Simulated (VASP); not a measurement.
# Cu (P6_3/mmc) in VASP: further runs

The runs below take Cu through single point, with r2SCAN.

All numbers are computed with VASP 6.6.1; they aren't measurements. Logs are shortened: lines on timing, memory, paths and dates and some standing lists are left out, and cuts for length are marked.

## (1) The cell of the first run

Symmetry: P6_3/mmc, No. 194, hexagonal system. Conventional cell: a = 2.466 Å, b = 2.466 Å, c = 8.058 Å, α = 90.00°, β = 90.00°, γ = 120.00°. Cu (site symmetry -3m) has 12 Cu at 2.47 Å within 3.3 Å. Cu (site symmetry -6m2) has 12 Cu at 2.47 Å within 3.3 Å.

This isn't the form of Cu at room conditions, which is fcc.

## (2) Single point, r2SCAN

The input, POSCAR:

```
Cu
1.0
    2.4656101259      0.0000000000      0.0000000000
   -1.2328050629      2.1352810048      0.0000000000
    0.0000000000      0.0000000000      8.0582808424
Cu
4
Direct
    0.0000000000      0.0000000000      0.0000000000
    0.3333333333      0.6666666667      0.2500000000
    0.0000000000      0.0000000000      0.5000000000
    0.6666666667      0.3333333333      0.7500000000
```

The input, INCAR.step1:

```
PREC     = Accurate       # precision mode
ENCUT    = 520            # plane-wave cutoff, eV
ISMEAR   = 0              # smearing method
SIGMA    = 0.1            # smearing width, eV
LREAL    = F              # projectors in reciprocal space
LASPH    = T              # aspherical terms in the spheres
NELM     = 100            # most SCF steps
NBANDS   = 30             # bands
GGA      = PE             # functional
ALGO     = Normal         # electronic algorithm
EDIFF    = 1E-4           # SCF threshold, eV
LWAVE    = T              # write WAVECAR
LCHARG   = F              # write CHGCAR
```

The input, INCAR.step2:

```
PREC     = Accurate       # precision mode
ENCUT    = 520            # plane-wave cutoff, eV
EDIFF    = 1E-7           # SCF threshold, eV
ISMEAR   = 0              # smearing method
SIGMA    = 0.1            # smearing width, eV
LREAL    = F              # projectors in reciprocal space
LASPH    = T              # aspherical terms in the spheres
NELM     = 100            # most SCF steps
ALGO     = Normal         # electronic algorithm
ISIF     = 2              # what is computed and relaxed
LWAVE    = F              # write WAVECAR
LCHARG   = T              # write CHGCAR
METAGGA  = R2SCAN         # meta-GGA
LMIXTAU  = T            
LELF     = T              # ELF
LVHAR    = T            
NBANDS   = 30             # bands
ISTART   = 1
```

The input, KPOINTS:

```
regular mesh
0
Gamma
  18 18 6
```

Potentials or basis: VASP PAW PBE potentials, release 64 (Cu).

The run is started by

```console
$ cat potpaw_PBE.64/Cu/POTCAR > POTCAR
$ cp INCAR.step1 INCAR
$ mpirun -np 1 vasp_std > vasp.out
$ cp INCAR.step2 INCAR
$ mpirun -np 1 vasp_std > vasp.out
```

OUTCAR:

```text
PREC = Accurate
   ENCUT = 520
   EDIFF = 1E-7
   ISMEAR = 0
   LREAL = F
   LASPH = T
   NELM = 100
   ISIF = 2
   METAGGA = R2SCAN
   ISTART = 1

 ion  position               nearest neighbor table
   1  0.000  0.000  0.000-   2 2.47   4 2.47   2 2.47   4 2.47   4 2.47   2 2.47
   2  0.333  0.667  0.250-   1 2.47   3 2.47   1 2.47   3 2.47   1 2.47   3 2.47
   3  0.000  0.000  0.500-   2 2.47   4 2.47   2 2.47   4 2.47   4 2.47   2 2.47
   4  0.667  0.333  0.750-   1 2.47   3 2.47   1 2.47   3 2.47   1 2.47   3 2.47

  LATTYP: Found a hexagonal cell.
 ALAT       =     2.4656101259
 C/A-ratio  =     3.2682705014

  Lattice vectors:

 A1 = (   2.4656101259,   0.0000000000,   0.0000000000)
 A2 = (  -1.2328050629,   2.1352810048,   0.0000000000)
 A3 = (   0.0000000000,   0.0000000000,   8.0582808424)

Analysis of symmetry for initial positions (statically):
=====================================================================
 Subroutine PRICEL returns:
 Original cell was already a primitive cell.

 Routine SETGRP: Setting up the symmetry group for a
 hexagonal supercell.

 Subroutine GETGRP returns: Found 24 space group operations
 (whereof 12 operations were pure point group operations)
 out of a pool of 24 trial point group operations.

The static configuration has the point symmetry D_3d.
 The point group associated with its full space group is D_6h.

Analysis of symmetry for dynamics (positions and initial velocities):
=====================================================================
 Subroutine PRICEL returns:
 Original cell was already a primitive cell.

 Routine SETGRP: Setting up the symmetry group for a
 hexagonal supercell.

 Subroutine GETGRP returns: Found 24 space group operations
 (whereof 12 operations were pure point group operations)
 out of a pool of 24 trial point group operations.

The dynamic configuration has the point symmetry D_3d.
 The point group associated with its full space group is D_6h.

 Subroutine INISYM returns: Found 24 space group operations
 (whereof 12 operations are pure point group operations),
 and found     1 'primitive' translations

----------------------------------------------------------------------------------------

                                     Primitive cell

  volume of cell :      42.4250

  direct lattice vectors                    reciprocal lattice vectors
     2.465610126  0.000000000  0.000000000     0.405579126  0.234161218  0.000000000
    -1.232805063  2.135281005  0.000000000     0.000000000  0.468322435  0.000000000
     0.000000000  0.000000000  8.058280842     0.000000000  0.000000000  0.124095948

  length of vectors
     2.465610126  2.465610126  8.058280842     0.468322435  0.468322435  0.124095948

  position of ions in fractional coordinates (direct lattice)
     0.000000000  0.000000000  0.000000000
     0.333333333  0.666666667  0.250000000
     0.000000000  0.000000000  0.500000000
     0.666666667  0.333333333  0.750000000

  ion indices of the primitive-cell ions
   primitive index   ion index
                 1           1
                 2           2
                 3           3
                 4           4

----------------------------------------------------------------------------------------

 KPOINTS: regular mesh

Automatic generation of k-mesh.
 Grid dimensions read from file:
 generate k-points for:   18   18    6

 Generating k-lattice:

  Cartesian coordinates                     Fractional coordinates (reciprocal lattice)
     0.022532174  0.013008957  0.000000000     0.055555556  0.000000000  0.000000000
     0.000000000  0.026017913  0.000000000     0.000000000  0.055555556  0.000000000
     0.000000000  0.000000000  0.020682658     0.000000000  0.000000000  0.166666667

  Length of vectors
     0.026017913  0.026017913  0.020682658

  Shift w.r.t. Gamma in fractional coordinates (k-lattice)
     0.000000000  0.000000000  0.000000000

 Subroutine IBZKPT returns following result:
 ===========================================

 Found    148 irreducible k-points:

 Following reciprocal coordinates:
            Coordinates               Weight
  0.000000  0.000000  0.000000      1.000000
  0.055556 -0.000000  0.000000      6.000000
  0.111111 -0.000000  0.000000      6.000000
  0.166667  0.000000  0.000000      6.000000
  0.222222  0.000000  0.000000      6.000000
  0.277778  0.000000  0.000000      6.000000
[... 16 lines left out ...]
  0.333333  0.111111  0.000000     12.000000
  0.388889  0.111111  0.000000     12.000000
 [... further k-points ...]
   k-points           NKPTS =    148   k-points in BZ     NKDIM =    148   number of bands    NBANDS=     30
   number of dos      NEDOS =    301   number of ions     NIONS =      4
   total plane-waves  NPLWV =  19440
   dimension x,y,z NGX =    18 NGY =   18 NGZ =   60
   dimension x,y,z NGXF=    36 NGYF=   36 NGZF=  120
   ions per type =               4
[... 48 lines left out ...]
   NGX =  9   NGY =  9   NGZ = 29

 number of electron      44.0000003 magnetization

 Free energy of the ion-electron system (eV)
  ---------------------------------------------------
  ext. energy  EPLUGINS =         0.00000000
  ---------------------------------------------------
  free energy    TOTEN  =       -43.12291869 eV

  energy without entropy =      -43.11636719  energy(sigma->0) =      -43.11964294

 E-fermi :   8.7578     XC(G=0): -14.4832

 val. band max:        8.7474611417   @ k =   0.2222   0.2222   0.0000
 cond. band min:       8.7651694737   @ k =   0.2222   0.1111   0.3333
 fundamental gap:      0.0177083320
 Fermi energy:         8.7578026414

 k-point     1 :       0.0000    0.0000    0.0000
  band No.  band energies     occupation
      1      -1.7520      2.00000
      2       0.6066      2.00000
      3       0.6131      2.00000
      4       2.8953      2.00000
      5       4.9792      2.00000
      6       4.9851      2.00000
[... 22 lines left out ...]
     29      32.3682      0.00000
     30      33.1309      0.00000

 k-point     2 :       0.0556   -0.0000    0.0000
  band No.  band energies     occupation
      1      -1.6396      2.00000
      2       0.7060      2.00000
      3       0.7125      2.00000
      4       2.9626      2.00000
      5       4.9184      2.00000
      6       4.9552      2.00000
[... 22 lines left out ...]
     29      31.5411      0.00000
     30      31.6541      0.00000

 k-point     3 :       0.1111   -0.0000    0.0000
  band No.  band energies     occupation
      1      -1.3060      2.00000
      2       0.9962      2.00000
      3       1.0023      2.00000
      4       3.1525      2.00000
      5       4.7818      2.00000
      6       4.8780      2.00000
[... 22 lines left out ...]
     29      29.4909      0.00000
     30      29.4990      0.00000

 k-point     4 :       0.1667    0.0000    0.0000
  band No.  band energies     occupation
      1      -0.7630      2.00000
      2       1.4485      2.00000
      3       1.4541      2.00000
      4       3.4236      2.00000
      5       4.6307      2.00000
      6       4.7672      2.00000
[... 22 lines left out ...]
     29      26.8165      0.00000
     30      26.8724      0.00000

 k-point     5 :       0.2222    0.0000    0.0000
  band No.  band energies     occupation
      1      -0.0345      2.00000
      2       1.9985      2.00000
      3       2.0036      2.00000
      4       3.6888      2.00000
      5       4.5111      2.00000
      6       4.5623      2.00000
[... 22 lines left out ...]
     29      24.1896      0.00000
     30      24.7119      0.00000
[... 526 lines left out ...]
     29      22.6872      0.00000
     30      24.6604      0.00000

 k-point    22 :       0.2778    0.1111    0.0000
  band No.  band energies     occupation
      1       2.0112      2.00000
      2       3.0555      2.00000
      3       3.0806      2.00000
      4       3.8994      2.00000
      5       4.1388      2.00000
      6       4.3892      2.00000
[... 22 lines left out ...]
     29      21.8069      0.00000
     30      24.2892      0.00000

 k-point    23 :       0.3333    0.1111    0.0000
  band No.  band energies     occupation
      1       2.7498      2.00000
      2       3.1754      2.00000
      3       3.2857      2.00000
      4       3.8011      2.00000
      5       4.1246      2.00000
      6       4.2456      2.00000
[... 22 lines left out ...]
     29      21.1401      0.00000
     30      23.2407      0.00000

 k-point    24 :       0.3889    0.1111    0.0000
  band No.  band energies     occupation
      1       3.0701      2.00000
      2       3.1893      2.00000
      3       3.4900      2.00000
      4       3.7715      2.00000
      5       4.1338      2.00000
      6       4.1534      2.00000
[... 22 lines left out ...]
     29      20.6344      0.00000
     30      21.3491      0.00000

 [... further k-points ...]

------------------------ aborting loop because EDIFF is reached ----------------------------------------

  FORCE on cell =-STRESS in cart. coord.  units (eV):
  Direction    XX          YY          ZZ          XY          YZ          ZX
  --------------------------------------------------------------------------------------
  -------------------------------------------------------------------------------------
  Total        4.1842008      4.1842008      4.1423761      0.0000000      0.0000000      0.0000000
  in kB      158.0160695    158.0160695    156.4365651      0.0000000      0.0000000      0.0000000
  external PRESSURE =     157.4895680 kB  Pullay stress =       0.0000000 kB

 VOLUME and BASIS-vectors are now :
 -----------------------------------------------------------------------------
  energy-cutoff  :      520.00
  volume of cell :       42.42
      direct lattice vectors                 reciprocal lattice vectors
     2.465610126  0.000000000  0.000000000     0.405579126  0.234161218  0.000000000
    -1.232805063  2.135281005  0.000000000     0.000000000  0.468322435  0.000000000
     0.000000000  0.000000000  8.058280842     0.000000000  0.000000000  0.124095948

 POSITION                                       TOTAL-FORCE (eV/Angst)
 -----------------------------------------------------------------------------------
      0.00000      0.00000      0.00000        -0.000000      0.000000      0.000000
     -0.00000      1.42352      2.01457         0.000000     -0.000000     -0.000000
      0.00000      0.00000      4.02914        -0.000000      0.000000      0.000000
      1.23281      0.71176      6.04371         0.000000      0.000000      0.000000
 -----------------------------------------------------------------------------------
    total drift:                                0.000000     -0.000000      0.000000

  FREE ENERGIE OF THE ION-ELECTRON SYSTEM (eV)
  ---------------------------------------------------
  free  energy   TOTEN  =       -43.1229186906 eV

  energy  without entropy=      -43.1163671864  energy(sigma->0) =      -43.11964294
```

Wall time 8.1 min (1 thread of Intel Xeon Platinum 8559C (Emerald Rapids), shared host); peak memory 0.25 GiB.

What came out:

```
Free energy            : -43.1229 eV
Pressure               : 15.7 GPa
Band gap on the k mesh : zero (bands 22 and 23 overlap by 5.72 eV)
```

Levels at points of the mesh, in eV from the Fermi level:
```csv
k point,band 20,band 21,band 22,band 23,band 24,band 25
"(0.00, 0.00, 0.00)",-2.19,-2.19,-1.85,-1.85,-1.35,4.59
"(0.50, 0.00, 0.00)",-1.66,-0.83,0.33,1.14,1.80,5.48
"(0.00, 0.00, 0.50)",-2.53,-1.99,-1.99,-1.99,-1.99,7.92
"(0.50, 0.00, 0.50)",-1.69,0.02,0.02,1.55,1.55,5.96
```

Caveat: the cell stands under pressure; the PAW data sets were made with another functional, which shifts forces and pressure a little.

## (3) Single point, r2SCAN

This run uses another cell than the first one, of 10.95 Å³/atom.

The input, POSCAR:

```
Cu
1.0
    2.4922478553      0.0000000000      0.0000000000
   -1.2461239276      2.1583499552      0.0000000000
    0.0000000000      0.0000000000      8.1446569944
Cu
4
Direct
    0.0000000000      0.0000000000      0.0000000000
    0.3333333333      0.6666666667      0.2500000000
    0.0000000000      0.0000000000      0.5000000000
    0.6666666667      0.3333333333      0.7500000000
```

The input, INCAR.step1:

```
SYSTEM = Cu
  PREC = Accurate
  ENCUT = 520
  ISMEAR = 0
  SIGMA = 0.1
  LREAL = .FALSE.
  LASPH = .TRUE.
  NELM = 100
  NBANDS = 30
  GGA = PE
  ALGO = Normal
  EDIFF = 1E-4
  LWAVE = .TRUE.
  LCHARG = .FALSE.
```

The input, INCAR.step2:

```
SYSTEM = Cu
  PREC = Accurate
  ENCUT = 520
  EDIFF = 1E-7
  ISMEAR = 0
  SIGMA = 0.1
  LREAL = .FALSE.
  LASPH = .TRUE.
  NELM = 100
  ALGO = Normal
  ISIF = 2
  LWAVE = .FALSE.
  LCHARG = .FALSE.
  METAGGA = R2SCAN
  LMIXTAU = .TRUE.
  NBANDS = 30
  ISTART = 1
```

The input, KPOINTS:

```
Automatic mesh
0
G
  18 18 6
  0 0 0
```

Potentials or basis: VASP PAW PBE potentials, release 64 (Cu).

The run is started by

```console
$ cat potpaw_PBE.64/Cu/POTCAR > POTCAR
$ cp INCAR.step1 INCAR
$ mpirun -np 1 vasp_std > vasp.out
$ cp INCAR.step2 INCAR
$ mpirun -np 1 vasp_std > vasp.out
```

Wall time 7.2 min (1 thread of Intel Xeon Platinum 8559C (Emerald Rapids), shared host); peak memory 0.27 GiB.

Results (log left out):

```yaml
Free_energy: -43.2299 eV
Pressure: 8.7 GPa
Band_gap_on_the_k_mesh: zero (bands 22 and 23 overlap by 5.61 eV)
```

Levels at points of the mesh, in eV from the Fermi level:
| k point | band 20 | band 21 | band 22 | band 23 | band 24 | band 25 |
| --- | --- | --- | --- | --- | --- | --- |
| (0.00, 0.00, 0.00) | -2.13 | -2.13 | -1.81 | -1.81 | -1.24 | 4.41 |
| (0.50, 0.00, 0.00) | -1.63 | -0.75 | 0.38 | 1.11 | 1.76 | 5.29 |
| (0.00, 0.00, 0.50) | -2.46 | -1.94 | -1.94 | -1.94 | -1.94 | 7.72 |
| (0.50, 0.00, 0.50) | -1.66 | 0.04 | 0.04 | 1.53 | 1.53 | 5.79 |

Caveat: the cell stands under pressure; the PAW data sets were made with another functional, which shifts forces and pressure a little.

## (4) Single point, r2SCAN

This run uses another cell than the first one, of 11.45 Å³/atom.

The input, POSCAR:

```
Cu
1.0
    2.5293395076      0.0000000000      0.0000000000
   -1.2646697538      2.1904722684      0.0000000000
    0.0000000000      0.0000000000      8.2639398547
Cu
4
Direct
    0.0000000000      0.0000000000      0.0000000000
    0.3333333333      0.6666666667      0.2500000000
    0.0000000000      0.0000000000      0.5000000000
    0.6666666667      0.3333333333      0.7500000000
```

The input, INCAR.step1:

```
ALGO     = Normal         # electronic algorithm
EDIFF    = 1E-4           # SCF threshold, eV
ENCUT    = 520            # plane-wave cutoff, eV
GGA      = PE             # functional
ISMEAR   = 0              # smearing method
LASPH    = T              # aspherical terms in the spheres
LCHARG   = F              # write CHGCAR
LREAL    = F              # projectors in reciprocal space
LWAVE    = T              # write WAVECAR
NBANDS   = 30             # bands
NELM     = 100            # most SCF steps
PREC     = Accurate       # precision mode
SIGMA    = 0.15           # smearing width, eV
```

The input, INCAR.step2:

```
ALGO     = Normal         # electronic algorithm
EDIFF    = 1E-6           # SCF threshold, eV
ENCUT    = 520            # plane-wave cutoff, eV
ISIF     = 2              # what is computed and relaxed
ISMEAR   = 0              # smearing method
ISTART   = 1            
LASPH    = T              # aspherical terms in the spheres
LCHARG   = F              # write CHGCAR
LMIXTAU  = T            
LREAL    = F              # projectors in reciprocal space
LWAVE    = F              # write WAVECAR
METAGGA  = R2SCAN         # meta-GGA
NBANDS   = 30             # bands
NELM     = 100            # most SCF steps
PREC     = Accurate       # precision mode
SIGMA    = 0.15           # smearing width, eV
```

The input, KPOINTS:

```
k-points
0
Gamma
  18 18 4
```

The run is started by

```console
$ cat potpaw_PBE.64/Cu/POTCAR > POTCAR
$ cp INCAR.step1 INCAR
$ mpirun -np 1 vasp_std > vasp.out
$ cp INCAR.step2 INCAR
$ mpirun -np 1 vasp_std > vasp.out
```

Run time: 6.1 min. Hardware: 1 thread of Intel Xeon Platinum 8375C at 2.90GHz (Ice Lake), shared host; peak memory 0.24 GiB.

It converged, with:

| Property | Result |
| --- | --- |
| Free energy | -43.2913 eV |
| Pressure | 0.7 GPa |
| Band gap on the k mesh | zero (bands 22 and 23 overlap by 5.47 eV) |

Stress tensor (GPa, compression positive):
```
0.84 0.00 0.00
0.00 0.84 0.00
0.00 0.00 0.31
```

Levels at points of the mesh, in eV from the Fermi level:
| k point | band 18 | band 19 | band 20 | band 21 | band 22 | band 23 | band 24 | band 25 | band 26 | band 27 |
| --- | --- | --- | --- | --- | --- | --- | --- | --- | --- | --- |
| (0.00, 0.00, 0.00) | -2.27 | -2.27 | -2.10 | -2.10 | -1.80 | -1.80 | -1.14 | 4.14 | 13.25 | 13.26 |
| (0.50, 0.00, 0.00) | -1.65 | -1.65 | -1.63 | -0.69 | 0.41 | 1.03 | 1.67 | 5.01 | 5.01 | 9.02 |
| (0.00, 0.00, 0.50) | -2.40 | -2.40 | -2.40 | -1.92 | -1.92 | -1.92 | -1.92 | 7.41 | 7.41 | 19.94 |
| (0.50, 0.00, 0.50) | -1.74 | -1.65 | -1.65 | 0.03 | 0.03 | 1.45 | 1.45 | 5.52 | 5.52 | 7.46 |

Caveat: the PAW data sets were made with another functional, which shifts forces and pressure a little.

## (5) Summary

| cell | k mesh | smearing | gap on the mesh (eV) | pressure (GPa) |
| --- | --- | --- | --- | --- |
| a = 2.466, b = 2.466, c = 8.058 Å, angles 90.0, 90.0, 120.0°, 4 atoms | 18 × 18 × 6 | gaussian 0.1 eV | none | 15.7 |
| a = 2.492, b = 2.492, c = 8.145 Å, angles 90.0, 90.0, 120.0°, 4 atoms | 18 × 18 × 6 | gaussian 0.1 eV | none | 8.7 |
| a = 2.529, b = 2.529, c = 8.264 Å, angles 90.0, 90.0, 120.0°, 4 atoms | 18 × 18 × 4 | gaussian 0.15 eV | none | 0.7 |

Alike in all rows: task single point; level r2SCAN; potentials or basis VASP PAW PBE potentials, release 64 (Cu); no spin polarisation; cutoff (eV) 520.

Caveats: the PAW data sets were made with another functional, which shifts forces and pressure a little; the cell stands under pressure (at least some runs).

Total energies depend on the potentials used, so only differences within one code and one set of settings carry meaning.

The gap in the log of VASP goes by the Fermi energy; the results here count the filled bands.